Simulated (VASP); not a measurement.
A run of VASP 6.6.1 is set up as follows.

The input INCAR:

```
PREC     = Accurate       # precision mode
ENCUT    = 520            # plane-wave cutoff, eV
EDIFF    = 1E-6           # SCF threshold, eV
ISMEAR   = 0              # smearing method
SIGMA    = 0.1            # smearing width, eV
LREAL    = False          # projectors in reciprocal space
LASPH    = True           # aspherical terms in the spheres
NELM     = 80             # most SCF steps
ALGO     = Fast           # electronic algorithm
ISIF     = 2              # what is computed and relaxed
LWAVE    = False          # write WAVECAR
LCHARG   = False          # write CHGCAR
GGA      = PS             # functional
NBANDS   = 36             # bands
```

File KPOINTS:

```
regular mesh
0
Gamma
  18 18 6
```

POSCAR

```
Ru
1.0
    2.6762623513      0.0000000000      0.0000000000
   -1.3381311757      2.3177111834      0.0000000000
    0.0000000000      0.0000000000      8.6193798921
Ru
4
Direct
    0.0000000000      0.0000000000      0.0000000000
    0.3333333333      0.6666666667      0.2500000000
    0.0000000000      0.0000000000      0.5000000000
    0.6666666667      0.3333333333      0.7500000000
```

Potentials or basis: VASP PAW PBE potentials, release 64 (Ru_pv).

The run is started by

```console
$ cat potpaw_PBE.64/Ru_pv/POTCAR > POTCAR
$ mpirun -np 1 vasp_std > vasp.out
```

Task: Estimate the pressure.

Result: -0.1 GPa.

Task: Estimate the band gap on the k mesh.

Result: Zero (band 28 reaches 14.63 eV, above the bottom of band 29 at 11.59 eV).

Caveat: the PAW data sets were made with another functional, which shifts forces and pressure a little.
